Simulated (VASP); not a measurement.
# IrSe (F-43m) in VASP: further runs

Runs on IrSe. Level: PBE. Tasks: single point.

Everything below comes from runs of VASP 6.6.1. Logs are shortened: lines on timing, memory, paths and dates and some standing lists are left out, and cuts for length are marked.

### 1 The cell of the first run

The structure is cubic, space group F-43m (No. 216). The conventional cell has a = 5.460 Å, b = 5.460 Å, c = 5.460 Å, α = 90.00°, β = 90.00°, γ = 90.00°. Within 3.1 Å of Ir (site symmetry -43m) lie 4 Se at 2.36 Å. Se (site symmetry -43m) has 4 Ir at 2.36 Å within 3.1 Å.

### 2 Single point, PBE (20.35 Å³/atom)

INCAR

```
SYSTEM = IrSe
ALGO = Normal
EDIFF = 1E-6
ENCUT = 520
GGA = PE
ISIF = 2
ISMEAR = 0
LASPH = .TRUE.
LCHARG = .FALSE.
LREAL = .FALSE.
LWAVE = .FALSE.
NBANDS = 14
NELM = 80
PREC = Accurate
SIGMA = 0.05
```

KPOINTS

```
k-points
0
G
  10 10 10
  0 0 0
```

POSCAR

```
IrSe
1.0
    0.0000000000      2.7300957163      2.7300957163
    2.7300957163      0.0000000000      2.7300957163
    2.7300957163      2.7300957163      0.0000000000
Ir Se
1 1
Direct
    0.0000000000      0.0000000000      0.0000000000
    0.2500000000      0.2500000000      0.2500000000
```

Potentials or basis: VASP PAW PBE potentials, release 64 (Ir, Se).

Command:

```bash
$ cat potpaw_PBE.64/Ir/POTCAR potpaw_PBE.64/Se/POTCAR > POTCAR
$ mpirun -np 1 vasp_std > vasp.out
```

OUTCAR:

```text
SYSTEM = IrSe
   EDIFF = 1E-6
   ENCUT = 520
   GGA = PE
   ISIF = 2
   ISMEAR = 0
   LASPH = .TRUE.
   LREAL = .FALSE.
   NELM = 80
   PREC = Accurate

 ion  position               nearest neighbor table
   1  0.000  0.000  0.000-   2 2.36   2 2.36   2 2.36   2 2.36
   2  0.250  0.250  0.250-   1 2.36   1 2.36   1 2.36   1 2.36

  LATTYP: Found a face centered cubic cell.
 ALAT       =     5.4601914326

  Lattice vectors:

 A1 = (   0.0000000000,   2.7300957163,   2.7300957163)
 A2 = (   2.7300957163,   0.0000000000,   2.7300957163)
 A3 = (   2.7300957163,   2.7300957163,   0.0000000000)

Analysis of symmetry for initial positions (statically):
=====================================================================
 Subroutine PRICEL returns:
 Original cell was already a primitive cell.

 Routine SETGRP: Setting up the symmetry group for a
 face centered cubic supercell.

 Subroutine GETGRP returns: Found 24 space group operations
 (whereof 24 operations were pure point group operations)
 out of a pool of 48 trial point group operations.

The static configuration has the point symmetry T_d .

Analysis of symmetry for dynamics (positions and initial velocities):
=====================================================================
 Subroutine PRICEL returns:
 Original cell was already a primitive cell.

 Routine SETGRP: Setting up the symmetry group for a
 face centered cubic supercell.

 Subroutine GETGRP returns: Found 24 space group operations
 (whereof 24 operations were pure point group operations)
 out of a pool of 48 trial point group operations.

The dynamic configuration has the point symmetry T_d .

 Subroutine INISYM returns: Found 24 space group operations
 (whereof 24 operations are pure point group operations),
 and found     1 'primitive' translations

----------------------------------------------------------------------------------------

                                     Primitive cell

  volume of cell :      40.6971

  direct lattice vectors                    reciprocal lattice vectors
     0.000000000  2.730095716  2.730095716    -0.183143762  0.183143762  0.183143762
     2.730095716  0.000000000  2.730095716     0.183143762 -0.183143762  0.183143762
     2.730095716  2.730095716  0.000000000     0.183143762  0.183143762 -0.183143762

  length of vectors
     3.860938389  3.860938389  3.860938389     0.317214301  0.317214301  0.317214301

  position of ions in fractional coordinates (direct lattice)
     0.000000000  0.000000000  0.000000000
     0.250000000  0.250000000  0.250000000

  ion indices of the primitive-cell ions
   primitive index   ion index
[... 88 lines left out ...]
   EFERMI =   0.00;   METHOD = LEGACY
   ISMEAR =     0;   SIGMA  =   0.05  broadening in eV -4-tet -1-fermi 0-gaus
   EFERMI_NEDOS =   21; number of points for ismear=-14 and -15
   IALGO  =     38    algorithm
   IMIX   =      4    mixing-type and parameters
     AMIX     =   0.40;   BMIX     =  1.00
     AMIX_MAG =   1.60;   BMIX_MAG =  1.00
  volume/ion in A,a.u.               =      20.35       137.32
  Fermi-wavevector in a.u.,A,eV,Ry     =   1.173773  2.218109 18.745326  1.377743
  Thomas-Fermi vector in A             =   2.310181
   LORBIT       =      0    0 simple, 1 ext, 2 COOP (PROOUT), +10 PAW based schemes
   GGA     = PE    functional components
   LHFCALC =     F    Hartree Fock is set to
   AEXX    =    0.0000 exact exchange contribution
   IVDW    =     0    specifies the selected vdW correction
   LEPSILON=     F    determine dielectric tensor
   LRPA    =     F    only Hartree local field effects (RPA)
 non-spin polarized calculation
 Gauss-broadening in eV      SIGMA  =   0.05
  energy-cutoff  :      520.00
  volume of cell :       40.70
 maximum number of plane-waves:      1109
 NGX is ok and might be reduce to    30
   NGX = 15   NGY = 15   NGZ = 15

 number of electron      15.0000002 magnetization

 Free energy of the ion-electron system (eV)
  ---------------------------------------------------
  ext. energy  EPLUGINS =         0.00000000
  ---------------------------------------------------
  free energy    TOTEN  =       -11.71440392 eV

  energy without entropy =      -11.71256251  energy(sigma->0) =      -11.71348321

 E-fermi :   6.0350     XC(G=0): -10.7687

 val. band max:        6.0242469405   @ k =  -0.4000   0.4000   0.1000
 cond. band min:       6.1291376710   @ k =   0.3000   0.3000   0.0000
 fundamental gap:      0.1048907305
 Fermi energy:         6.0349862073

 k-point     1 :       0.0000    0.0000    0.0000
  band No.  band energies     occupation
      1      -9.8756      2.00000
      2      -0.2248      2.00000
      3      -0.2248      2.00000
      4      -0.2248      2.00000
      5       3.3598      2.00000
      6       3.3598      2.00000
      7       6.9450      0.00000
      8       9.3670      0.00000
      9       9.3670      0.00000
     10       9.3670      0.00000
     11      12.9149      0.00000
     12      12.9149      0.00000
     13      12.9149      0.00000
     14      17.6690      0.00000
[... 377 lines left out ...]
      1      -8.9257      2.00000
      2      -1.3015      2.00000
      3       0.5918      2.00000
      4       0.6547      2.00000
      5       2.7509      2.00000
      6       3.8337      2.00000
      7       4.8282      2.00000
      8       5.9064      1.99972
      9       6.1706      0.00012
     10      10.8396      0.00000
     11      11.9573      0.00000
     12      15.1831      0.00000
     13      16.2498      0.00000
     14      17.3708      0.00000

 [... further k-points ...]

------------------------ aborting loop because EDIFF is reached ----------------------------------------

  FORCE on cell =-STRESS in cart. coord.  units (eV):
  Direction    XX          YY          ZZ          XY          YZ          ZX
  --------------------------------------------------------------------------------------
  -------------------------------------------------------------------------------------
  Total        2.1888954      2.1888954      2.1888954      0.0000000      0.0000000      0.0000000
  in kB       86.1731499     86.1731499     86.1731499      0.0000000      0.0000000      0.0000000
  external PRESSURE =      86.1731499 kB  Pullay stress =       0.0000000 kB

 VOLUME and BASIS-vectors are now :
 -----------------------------------------------------------------------------
  energy-cutoff  :      520.00
  volume of cell :       40.70
      direct lattice vectors                 reciprocal lattice vectors
     0.000000000  2.730095716  2.730095716    -0.183143762  0.183143762  0.183143762
     2.730095716  0.000000000  2.730095716     0.183143762 -0.183143762  0.183143762
     2.730095716  2.730095716  0.000000000     0.183143762  0.183143762 -0.183143762

 POSITION                                       TOTAL-FORCE (eV/Angst)
 -----------------------------------------------------------------------------------
      0.00000      0.00000      0.00000        -0.000000     -0.000000     -0.000000
      1.36505      1.36505      1.36505         0.000000      0.000000      0.000000
 -----------------------------------------------------------------------------------
    total drift:                                0.000000      0.000000      0.000000

  FREE ENERGIE OF THE ION-ELECTRON SYSTEM (eV)
  ---------------------------------------------------
  free  energy   TOTEN  =       -11.7144039155 eV

  energy  without entropy=      -11.7125625099  energy(sigma->0) =      -11.71348321
```

OSZICAR:

```text
N       E                     dE             d eps       ncg     rms          rms(c)
DAV:   1     0.978801946026E+02    0.97880E+02   -0.61609E+03  1332   0.912E+02
DAV:   2    -0.700767270662E+01   -0.10489E+03   -0.89877E+02  1346   0.227E+02
DAV:   3    -0.118678577222E+02   -0.48602E+01   -0.47768E+01  1718   0.559E+01
DAV:   4    -0.119193716225E+02   -0.51514E-01   -0.51487E-01  1502   0.618E+00
DAV:   5    -0.119202069943E+02   -0.83537E-03   -0.83535E-03  1808   0.760E-01    0.135E+01
DAV:   6    -0.117563966639E+02    0.16381E+00   -0.46758E-01  1664   0.835E+00    0.679E+00
DAV:   7    -0.117224174625E+02    0.33979E-01   -0.43977E-02  1648   0.237E+00    0.310E+00
DAV:   8    -0.117142626458E+02    0.81548E-02   -0.14601E-02  1616   0.134E+00    0.214E-01
DAV:   9    -0.117143430794E+02   -0.80434E-04   -0.70894E-04  1634   0.181E-01    0.981E-02
DAV:  10    -0.117143990506E+02   -0.55971E-04   -0.87722E-05  1496   0.816E-02    0.131E-02
DAV:  11    -0.117144027943E+02   -0.37437E-05   -0.45400E-06  1664   0.218E-02    0.526E-03
DAV:  12    -0.117144038157E+02   -0.10214E-05   -0.23681E-06  1466   0.108E-02    0.188E-03
DAV:  13    -0.117144039155E+02   -0.99763E-07   -0.18302E-07  1102   0.353E-03
   1 F= -.11714404E+02 E0= -.11713483E+02  d E =-.184141E-02
```

stdout:

```text
POSCAR found type information on POSCAR IrSe
 POSCAR found :  2 types and       2 ions
 scaLAPACK will be used
 LDA part: xc-table for (Slater+PW92), standard interpolation
 POSCAR, INCAR and KPOINTS ok, starting setup
 FFT: planning ... GRIDC
 FFT: planning ... GRID_SOFT
 FFT: planning ... GRID
 WAVECAR not read
 entering main loop
```

It took 58 s on 1 thread of Intel Xeon 8259CL, shared host; peak memory 0.19 GiB.

Results:

| Property | Result |
| --- | --- |
| Free energy | -11.7144 eV |
| Pressure | 8.6 GPa |
| Band gap on the k mesh | zero (an odd number of electrons rules out a gap without spin polarisation) |

Levels at points of the mesh, in eV from the Fermi level:
```
           k point  band 5  band 6  band 7  band 8  band 9  band 10
(0.00, 0.00, 0.00)   -2.68   -2.68    0.91    3.33    3.33     3.33
(0.50, 0.00, 0.00)   -2.40   -2.40   -2.20    1.08    1.08     3.11
(0.50, 0.50, 0.00)   -3.04   -2.25   -2.04   -1.09   -1.09     5.26
```

Caveat: the cell stands under pressure; spin-orbit coupling is left out, which moves the levels of the heavy elements.

### 3 Single point, PBE (20.67 Å³/atom)

This run uses another cell than the first one, of 20.67 Å³/atom.

INCAR

```
ALGO = Normal
EDIFF = 1E-7
ENCUT = 520
GGA = PE
ISIF = 2
ISMEAR = 0
LASPH = T
LCHARG = F
LREAL = F
LWAVE = F
NBANDS = 14
NELM = 60
PREC = Accurate
SIGMA = 0.05
```

KPOINTS

```
k-points
0
Gamma
  10 10 10
```

POSCAR

```
IrSe
1.0
    0.0000000000      2.7444649058      2.7444649058
    2.7444649058      0.0000000000      2.7444649058
    2.7444649058      2.7444649058      0.0000000000
Ir Se
1 1
Direct
    0.0000000000      0.0000000000      0.0000000000
    0.2500000000      0.2500000000      0.2500000000
```

Potentials or basis: VASP PAW PBE potentials, release 64 (Ir, Se).

Command:

```bash
$ cat potpaw_PBE.64/Ir/POTCAR potpaw_PBE.64/Se/POTCAR > POTCAR
$ mpirun -np 1 vasp_std > vasp.out
```

OUTCAR:

```text
EDIFF = 1E-7
   ENCUT = 520
   GGA = PE
   ISIF = 2
   ISMEAR = 0
   LASPH = T
   LREAL = F
   NELM = 60
   PREC = Accurate

 ion  position               nearest neighbor table
   1  0.000  0.000  0.000-   2 2.38   2 2.38   2 2.38   2 2.38
   2  0.250  0.250  0.250-   1 2.38   1 2.38   1 2.38   1 2.38

  LATTYP: Found a face centered cubic cell.
 ALAT       =     5.4889298116

  Lattice vectors:

 A1 = (   0.0000000000,   2.7444649058,   2.7444649058)
[... 595 lines left out ...]
------------------------ aborting loop because EDIFF is reached ----------------------------------------

  FORCE on cell =-STRESS in cart. coord.  units (eV):
  Direction    XX          YY          ZZ          XY          YZ          ZX
  --------------------------------------------------------------------------------------
  -------------------------------------------------------------------------------------
  Total        1.5681291      1.5681291      1.5681291      0.0000000      0.0000000      0.0000000
  in kB       60.7700152     60.7700152     60.7700152      0.0000000      0.0000000      0.0000000
  external PRESSURE =      60.7700152 kB  Pullay stress =       0.0000000 kB

 VOLUME and BASIS-vectors are now :
 -----------------------------------------------------------------------------
  energy-cutoff  :      520.00
  volume of cell :       41.34
      direct lattice vectors                 reciprocal lattice vectors
     0.000000000  2.744464906  2.744464906    -0.182184877  0.182184877  0.182184877
     2.744464906  0.000000000  2.744464906     0.182184877 -0.182184877  0.182184877
     2.744464906  2.744464906  0.000000000     0.182184877  0.182184877 -0.182184877

 POSITION                                       TOTAL-FORCE (eV/Angst)
 -----------------------------------------------------------------------------------
      0.00000      0.00000      0.00000         0.000000      0.000000      0.000000
      1.37223      1.37223      1.37223        -0.000000     -0.000000     -0.000000
 -----------------------------------------------------------------------------------
    total drift:                                0.000000      0.000000      0.000000

  FREE ENERGIE OF THE ION-ELECTRON SYSTEM (eV)
  ---------------------------------------------------
  free  energy   TOTEN  =       -11.7440458809 eV

  energy  without entropy=      -11.7422043448  energy(sigma->0) =      -11.74312511
```

OSZICAR:

```text
N       E                     dE             d eps       ncg     rms          rms(c)
DAV:   1     0.988751576521E+02    0.98875E+02   -0.62880E+03  1316   0.925E+02
DAV:   2    -0.695157807879E+01   -0.10583E+03   -0.91299E+02  1340   0.232E+02
DAV:   3    -0.118937292555E+02   -0.49422E+01   -0.48692E+01  1766   0.564E+01
DAV:   4    -0.119474882346E+02   -0.53759E-01   -0.53743E-01  1454   0.633E+00
DAV:   5    -0.119483563109E+02   -0.86808E-03   -0.86806E-03  1808   0.782E-01    0.130E+01
DAV:   6    -0.117850045544E+02    0.16335E+00   -0.48591E-01  1636   0.847E+00    0.652E+00
DAV:   7    -0.117522390346E+02    0.32766E-01   -0.46546E-02  1648   0.244E+00    0.307E+00
DAV:   8    -0.117439204537E+02    0.83186E-02   -0.15727E-02  1628   0.138E+00    0.219E-01
DAV:   9    -0.117439858229E+02   -0.65369E-04   -0.76379E-04  1628   0.187E-01    0.971E-02
DAV:  10    -0.117440393602E+02   -0.53537E-04   -0.93643E-05  1490   0.875E-02    0.151E-02
DAV:  11    -0.117440449121E+02   -0.55520E-05   -0.57262E-06  1640   0.241E-02    0.534E-03
DAV:  12    -0.117440457953E+02   -0.88315E-06   -0.23990E-06  1490   0.110E-02    0.191E-03
DAV:  13    -0.117440459292E+02   -0.13394E-06   -0.21026E-07  1664   0.369E-03    0.924E-04
DAV:  14    -0.117440458809E+02    0.48284E-07   -0.29915E-09   994   0.479E-04
   1 F= -.11744046E+02 E0= -.11743125E+02  d E =-.184154E-02
```

stdout:

```text
POSCAR found type information on POSCAR IrSe
 POSCAR found :  2 types and       2 ions
 scaLAPACK will be used
 LDA part: xc-table for (Slater+PW92), standard interpolation
 POSCAR, INCAR and KPOINTS ok, starting setup
 FFT: planning ... GRIDC
 FFT: planning ... GRID_SOFT
 FFT: planning ... GRID
 WAVECAR not read
 entering main loop
```

Wall time 65 s (1 thread of Intel Xeon 8259CL, shared host); peak memory 0.19 GiB.

Results:

```
Free energy            : -11.7440 eV
Pressure               : 6.1 GPa
Band gap on the k mesh : zero (an odd number of electrons rules out a gap without spin polarisation)
```

Levels at points of the mesh, in eV from the Fermi level:
```
           k point  band 3  band 4  band 5  band 6  band 7  band 8  band 9  band 10  band 11  band 12
(0.00, 0.00, 0.00)   -6.15   -6.15   -2.61   -2.61    0.87    3.26    3.26     3.26     6.85     6.85
(0.50, 0.00, 0.00)   -5.74   -5.74   -2.35   -2.35   -2.15    1.06    1.06     3.07     8.38     8.38
(0.50, 0.50, 0.00)   -4.87   -4.87   -2.96   -2.21   -1.99   -1.06   -1.06     5.19     5.95    10.43
```

Caveat: the cell stands under pressure; spin-orbit coupling is left out, which moves the levels of the heavy elements.

(Part 1 of 2 ends here.)

The gap in the log of VASP goes by the Fermi energy; the results here count the filled bands.